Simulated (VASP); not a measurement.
# Ag (Fm-3m) in VASP: further runs

Ag is run at these levels: r2SCAN; tasks: single point.

Program: VASP 6.6.1. These are calculated values, not measurements. Logs are shortened: lines on timing, memory, paths and dates and some standing lists are left out, and cuts for length are marked.

**1. The cell of the first run**

It takes space group Fm-3m (No. 225, cubic). Conventional cell: a = 4.139 Å, b = 4.139 Å, c = 4.139 Å, α = 90.00°, β = 90.00°, γ = 90.00°. Ag (site symmetry m-3m) has 12 Ag at 2.93 Å within 3.9 Å.

**2. Single point, r2SCAN**

Input file POSCAR:

```
Ag
1.0
    0.0000000000      2.0696313722      2.0696313722
    2.0696313722      0.0000000000      2.0696313722
    2.0696313722      2.0696313722      0.0000000000
Ag
1
Direct
    0.0000000000      0.0000000000      0.0000000000
```

Input file INCAR.step1:

```
SYSTEM = Ag
  PREC = Accurate
  ENCUT = 520
  ISMEAR = -1
  SIGMA = 0.05
  LREAL = .False.
  LASPH = .True.
  NELM = 100
  NBANDS = 12
  GGA = PE
  ALGO = Normal
  EDIFF = 1E-4
  LWAVE = .True.
  LCHARG = .False.
```

Input file INCAR.step2:

```
SYSTEM = Ag
  PREC = Accurate
  ENCUT = 520
  EDIFF = 1E-6
  ISMEAR = -1
  SIGMA = 0.05
  LREAL = .False.
  LASPH = .True.
  NELM = 100
  ALGO = Normal
  ISIF = 2
  LWAVE = .False.
  LCHARG = .True.
  METAGGA = R2SCAN
  LMIXTAU = .True.
  LELF = .True.
  LVHAR = .True.
  NBANDS = 12
  ISTART = 1
```

Input file KPOINTS:

```
regular mesh
0
Gamma
  11 11 11
  0 0 0
```

Potentials or basis: VASP PAW PBE potentials, release 64 (Ag).

Command:

```
$ cat potpaw_PBE.64/Ag/POTCAR > POTCAR
$ cp INCAR.step1 INCAR
$ mpirun -np 1 vasp_std > vasp.out
$ cp INCAR.step2 INCAR
$ mpirun -np 1 vasp_std > vasp.out
```

OUTCAR:

```text
SYSTEM = Ag
   PREC = Accurate
   ENCUT = 520
   EDIFF = 1E-6
   ISMEAR = -1
   LREAL = .False.
   LASPH = .True.
   NELM = 100
   ISIF = 2
   METAGGA = R2SCAN
   ISTART = 1

 ion  position               nearest neighbor table
   1  0.000  0.000  0.000-

  LATTYP: Found a face centered cubic cell.
 ALAT       =     4.1392627444

  Lattice vectors:

 A1 = (   0.0000000000,   2.0696313722,   2.0696313722)
 A2 = (   2.0696313722,   0.0000000000,   2.0696313722)
 A3 = (   2.0696313722,   2.0696313722,   0.0000000000)

Analysis of symmetry for initial positions (statically):
=====================================================================
 Subroutine PRICEL returns:
 Original cell was already a primitive cell.

 Routine SETGRP: Setting up the symmetry group for a
 face centered cubic supercell.

 Subroutine GETGRP returns: Found 48 space group operations
 (whereof 48 operations were pure point group operations)
 out of a pool of 48 trial point group operations.

The static configuration has the point symmetry O_h .

Analysis of symmetry for dynamics (positions and initial velocities):
=====================================================================
 Subroutine PRICEL returns:
 Original cell was already a primitive cell.

 Routine SETGRP: Setting up the symmetry group for a
 face centered cubic supercell.

 Subroutine GETGRP returns: Found 48 space group operations
 (whereof 48 operations were pure point group operations)
 out of a pool of 48 trial point group operations.

The dynamic configuration has the point symmetry O_h .

 Subroutine INISYM returns: Found 48 space group operations
 (whereof 48 operations are pure point group operations),
 and found     1 'primitive' translations

----------------------------------------------------------------------------------------

                                     Primitive cell

  volume of cell :      17.7300

  direct lattice vectors                    reciprocal lattice vectors
     0.000000000  2.069631372  2.069631372    -0.241588916  0.241588916  0.241588916
     2.069631372  0.000000000  2.069631372     0.241588916 -0.241588916  0.241588916
     2.069631372  2.069631372  0.000000000     0.241588916  0.241588916 -0.241588916

  length of vectors
     2.926900756  2.926900756  2.926900756     0.418444277  0.418444277  0.418444277

  position of ions in fractional coordinates (direct lattice)
     0.000000000  0.000000000  0.000000000

  ion indices of the primitive-cell ions
   primitive index   ion index
                 1           1

----------------------------------------------------------------------------------------

 KPOINTS: regular mesh

Automatic generation of k-mesh.
 Grid dimensions read from file:
 generate k-points for:   11   11   11

 Generating k-lattice:

  Cartesian coordinates                     Fractional coordinates (reciprocal lattice)
    -0.021962629  0.021962629  0.021962629     0.090909091  0.000000000  0.000000000
     0.021962629 -0.021962629  0.021962629     0.000000000  0.090909091  0.000000000
     0.021962629  0.021962629 -0.021962629     0.000000000  0.000000000  0.090909091

  Length of vectors
     0.038040389  0.038040389  0.038040389

  Shift w.r.t. Gamma in fractional coordinates (k-lattice)
     0.000000000  0.000000000  0.000000000

 Subroutine IBZKPT returns following result:
 ===========================================

 Found     56 irreducible k-points:

 Following reciprocal coordinates:
            Coordinates               Weight
  0.000000  0.000000  0.000000      1.000000
  0.090909  0.000000  0.000000      8.000000
  0.181818  0.000000  0.000000      8.000000
  0.272727  0.000000  0.000000      8.000000
  0.363636  0.000000  0.000000      8.000000
  0.454545  0.000000  0.000000      8.000000
[... 16 lines left out ...]
 -0.272727  0.181818  0.000000     24.000000
 -0.181818  0.181818  0.000000     12.000000
 [... further k-points ...]
   k-points           NKPTS =     56   k-points in BZ     NKDIM =     56   number of bands    NBANDS=     12
   number of dos      NEDOS =    301   number of ions     NIONS =      1
   total plane-waves  NPLWV =  13824
   dimension x,y,z NGX =    24 NGY =   24 NGZ =   24
   dimension x,y,z NGXF=    48 NGYF=   48 NGZF=   48
   ions per type =               1
   NGX,Y,Z   is equivalent  to a cutoff of  13.63, 13.63, 13.63 a.u.
   NGXF,Y,Z  is equivalent  to a cutoff of  27.26, 27.26, 27.26 a.u.
 SYSTEM =  Ag
   PREC   = accura    normal or accurate (medium, high low for compatibility)
   ISTART =      1    job   : 0-new  1-cont  2-samecut
   ICHARG =      0    charge: 1-file 2-atom 10-const
   ISPIN  =      1    spin polarized calculation?
   LNONCOLLINEAR =      F non collinear calculations
   LSORBIT =      F    spin-orbit coupling
   LASPH  =      T    aspherical Exc in radial PAW
   ENCUT  =  520.0 eV  38.22 Ry    6.18 a.u.   5.44  5.44  5.44*2*pi/ulx,y,z
   NELM   =    100;   NELMIN=  2; NELMDL=  0     # of ELM steps
   EDIFF  = 0.1E-05   stopping-criterion for ELM
   LREAL  =      F    real-space projection
   EDIFFG = 0.1E-04   stopping-criterion for IOM
   NSW    =      0    number of steps for IOM
   IBRION =     -1    ionic relax: 0-MD 1-quasi-New 2-CG
   NFREE  =      0    steps in history (QN), initial steepest desc. (CG)
   ISIF   =      2    stress and relaxation
   ISYM   =      2    0-nonsym 1-usesym 2-fastsym
   POTIM  = 0.5000    time-step for ionic-motion
   TEBEG  =    0.0;   TEEND  =   0.0 temperature during run
   PSTRESS=    0.0 pullay stress
   NELECT =      11.0000    total number of electrons
   NUPDOWN=      -1.0000    fix difference up-down
   EMIN   =  10.00;   EMAX   =-10.00  energy-range for DOS
   EFERMI =   0.00;   METHOD = LEGACY
   ISMEAR =    -1;   SIGMA  =   0.05  broadening in eV -4-tet -1-fermi 0-gaus
   EFERMI_NEDOS =   21; number of points for ismear=-14 and -15
   IALGO  =     38    algorithm
   IMIX   =      4    mixing-type and parameters
     AMIX     =   0.40;   BMIX     =  1.00
     AMIX_MAG =   1.60;   BMIX_MAG =  1.00
  volume/ion in A,a.u.               =      17.73       119.65
  Fermi-wavevector in a.u.,A,eV,Ry     =   1.396270  2.638568 26.525508  1.949570
  Thomas-Fermi vector in A             =   2.519641
   LORBIT       =      0    0 simple, 1 ext, 2 COOP (PROOUT), +10 PAW based schemes
   METAGGA = R2SCAN    functional components
   LHFCALC =     F    Hartree Fock is set to
   AEXX    =    0.0000 exact exchange contribution
   IVDW    =     0    specifies the selected vdW correction
   LEPSILON=     F    determine dielectric tensor
   LRPA    =     F    only Hartree local field effects (RPA)
 non-spin polarized calculation
  energy-cutoff  :      520.00
  volume of cell :       17.73
 maximum number of plane-waves:       531
 NGX is ok and might be reduce to    24
   NGX = 11   NGY = 11   NGZ = 11

 number of electron      10.9999999 magnetization

 Free energy of the ion-electron system (eV)
  ---------------------------------------------------
  ext. energy  EPLUGINS =         0.00000000
  ---------------------------------------------------
  free energy    TOTEN  =       -21.35648582 eV

  energy without entropy =      -21.35263018  energy(sigma->0) =      -21.35455800

 E-fermi :   8.2005     XC(G=0): -12.7000

 val. band max:        7.8127455424   @ k =   0.4545   0.2727   0.0000
 cond. band min:       8.2049653466   @ k =  -0.2727   0.2727   0.0000
 fundamental gap:      0.3922198042
 Fermi energy:         8.2005480934

 k-point     1 :       0.0000    0.0000    0.0000
  band No.  band energies     occupation
      1       0.2367      2.00000
      2       2.8996      2.00000
      3       2.8996      2.00000
      4       2.8996      2.00000
      5       3.8725      2.00000
      6       3.8725      2.00000
      7      24.4486      0.00000
      8      27.9361      0.00000
      9      27.9361      0.00000
     10      27.9361      0.00000
     11      32.8120      0.00000
     12      33.6040      0.00000

 k-point     2 :       0.0909    0.0000    0.0000
  band No.  band energies     occupation
      1       0.4917      2.00000
      2       2.8497      2.00000
      3       2.9652      2.00000
      4       2.9652      2.00000
      5       3.8505      2.00000
      6       3.8505      2.00000
      7      24.3306      0.00000
      8      26.1089      0.00000
      9      27.9894      0.00000
     10      27.9894      0.00000
     11      32.2874      0.00000
     12      33.3718      0.00000

 k-point     3 :       0.1818    0.0000    0.0000
  band No.  band energies     occupation
      1       1.1398      2.00000
      2       2.8452      2.00000
      3       3.0819      2.00000
      4       3.0819      2.00000
      5       3.8623      2.00000
      6       3.8623      2.00000
      7      21.8298      0.00000
      8      25.2875      0.00000
      9      27.9999      0.00000
     10      27.9999      0.00000
     11      31.1634      0.00000
     12      32.4453      0.00000

 k-point     4 :       0.2727    0.0000    0.0000
  band No.  band energies     occupation
      1       1.5720      2.00000
      2       3.0721      2.00000
      3       3.0721      2.00000
      4       3.5505      2.00000
      5       4.0680      2.00000
      6       4.0680      2.00000
      7      18.2460      0.00000
      8      24.8611      0.00000
      9      27.6006      0.00000
     10      27.6006      0.00000
     11      31.4367      0.00000
     12      31.4468      0.00000

 k-point     5 :       0.3636    0.0000    0.0000
  band No.  band energies     occupation
      1       1.5245      2.00000
      2       2.9661      2.00000
      3       2.9661      2.00000
      4       4.3846      2.00000
      5       4.3846      2.00000
      6       5.2421      2.00000
      7      14.7880      0.00000
      8      24.1854      0.00000
      9      26.7864      0.00000
     10      26.7865      0.00000
     11      31.0187      0.00000
     12      31.0187      0.00000
[... 228 lines left out ...]
      1       1.8467      2.00000
      2       2.6246      2.00000
      3       3.3028      2.00000
      4       3.5826      2.00000
      5       4.6068      2.00000
      6       9.5376      0.00000
      7      11.7405      0.00000
      8      20.6729      0.00000
      9      23.6147      0.00000
     10      24.6086      0.00000
     11      33.2748      0.00000
     12      33.3545      0.00000

 k-point    22 :      -0.3636    0.1818    0.0000
  band No.  band energies     occupation
      1       1.9581      2.00000
      2       2.6704      2.00000
      3       3.2884      2.00000
      4       3.5611      2.00000
      5       4.3193      2.00000
      6       8.3077      0.21012
      7      13.3872      0.00000
      8      20.0026      0.00000
      9      24.8778      0.00000
     10      24.9989      0.00000
     11      32.2302      0.00000
     12      33.0494      0.00000

 k-point    23 :      -0.2727    0.1818    0.0000
  band No.  band energies     occupation
      1       2.1503      2.00000
      2       2.7428      2.00000
      3       3.2316      2.00000
      4       3.3595      2.00000
      5       3.9023      2.00000
      6       6.4208      2.00000
      7      16.6215      0.00000
      8      19.8576      0.00000
      9      25.6712      0.00000
     10      26.9699      0.00000
     11      30.5561      0.00000
     12      32.9761      0.00000

 k-point    24 :      -0.1818    0.1818    0.0000
  band No.  band energies     occupation
      1       2.1801      2.00000
      2       2.5279      2.00000
      3       3.1363      2.00000
      4       3.4865      2.00000
      5       3.5086      2.00000
      6       5.0727      2.00000
      7      19.9970      0.00000
      8      20.3285      0.00000
      9      26.9660      0.00000
     10      28.8332      0.00000
     11      29.2315      0.00000
     12      32.7755      0.00000

 [... further k-points ...]
[... 5 lines left out ...]
  --------------------------------------------------------------------------------------
  -------------------------------------------------------------------------------------
  Total       -0.2739862     -0.2739862     -0.2739862      0.0000000      0.0000000     -0.0000000
  in kB      -24.7588429    -24.7588429    -24.7588429      0.0000000      0.0000000     -0.0000000
  external PRESSURE =     -24.7588429 kB  Pullay stress =       0.0000000 kB

 VOLUME and BASIS-vectors are now :
 -----------------------------------------------------------------------------
  energy-cutoff  :      520.00
  volume of cell :       17.73
      direct lattice vectors                 reciprocal lattice vectors
     0.000000000  2.069631372  2.069631372    -0.241588916  0.241588916  0.241588916
     2.069631372  0.000000000  2.069631372     0.241588916 -0.241588916  0.241588916
     2.069631372  2.069631372  0.000000000     0.241588916  0.241588916 -0.241588916

 POSITION                                       TOTAL-FORCE (eV/Angst)
 -----------------------------------------------------------------------------------
      0.00000      0.00000      0.00000        -0.000000     -0.000000      0.000000
 -----------------------------------------------------------------------------------
    total drift:                               -0.000000      0.000000     -0.000000

  FREE ENERGIE OF THE ION-ELECTRON SYSTEM (eV)
  ---------------------------------------------------
  free  energy   TOTEN  =       -21.3564858189 eV

  energy  without entropy=      -21.3526301805  energy(sigma->0) =      -21.35455800
```

Run time: 25 s. Hardware: 1 thread of Intel Xeon Platinum 8488C (Sapphire Rapids), shared host; peak memory 0.14 GiB.

What came out:

```yaml
Free_energy: -21.3565 eV
Pressure: -2.5 GPa
```

Levels at points of the mesh, in eV from the Fermi level:
```tsv
k point	band 3	band 4	band 5	band 6	band 7	band 8	band 9	band 10
(0.00, 0.00, 0.00)	-5.30	-5.30	-4.33	-4.33	16.25	19.74	19.74	19.74
```

Caveat: the PAW data sets were made with another functional, which shifts forces and pressure a little.

**3. Single point, r2SCAN**

This run uses another cell than the first one, of 18.07 Å³/atom, 1.019 times its volume.

Input file POSCAR:

```
Ag
1.0
    0.0000000000      2.0828140930      2.0828140930
    2.0828140930      0.0000000000      2.0828140930
    2.0828140930      2.0828140930      0.0000000000
Ag
1
Direct
    0.0000000000      0.0000000000      0.0000000000
```

Input file INCAR.step1:

```
  PREC = Accurate
  ENCUT = 520
  ISMEAR = -1
  SIGMA = 0.05
  LREAL = False
  LASPH = True
  NELM = 60
  NBANDS = 12
  GGA = PE
  ALGO = Normal
  EDIFF = 1E-4
  LWAVE = True
  LCHARG = False
```

Input file INCAR.step2:

```
  PREC = Accurate
  ENCUT = 520
  EDIFF = 1E-7
  ISMEAR = -1
  SIGMA = 0.05
  LREAL = False
  LASPH = True
  NELM = 60
  ALGO = Normal
  ISIF = 2
  LWAVE = False
  LCHARG = True
  METAGGA = R2SCAN
  LMIXTAU = True
  LELF = True
  LVHAR = True
  NBANDS = 12
  ISTART = 1
```

Input file KPOINTS:

```
regular mesh
0
Gamma
  11 11 11
```

Potentials or basis: VASP PAW PBE potentials, release 64 (Ag).

Command:

```
$ cat potpaw_PBE.64/Ag/POTCAR > POTCAR
$ cp INCAR.step1 INCAR
$ mpirun -np 1 vasp_std > vasp.out
$ cp INCAR.step2 INCAR
$ mpirun -np 1 vasp_std > vasp.out
```

Run time: 34 s. Hardware: 1 thread of Intel Xeon Platinum 8488C (Sapphire Rapids), shared host; peak memory 0.14 GiB.

Results (log left out):

```yaml
Free_energy: -21.3496 eV
Pressure: -4.0 GPa
```

Levels at points of the mesh, in eV from the Fermi level:
| k point | band 3 | band 4 | band 5 | band 6 | band 7 | band 8 | band 9 | band 10 |
| --- | --- | --- | --- | --- | --- | --- | --- | --- |
| (0.00, 0.00, 0.00) | -5.24 | -5.24 | -4.30 | -4.30 | 16.19 | 19.56 | 19.56 | 19.56 |

Caveat: the PAW data sets were made with another functional, which shifts forces and pressure a little.
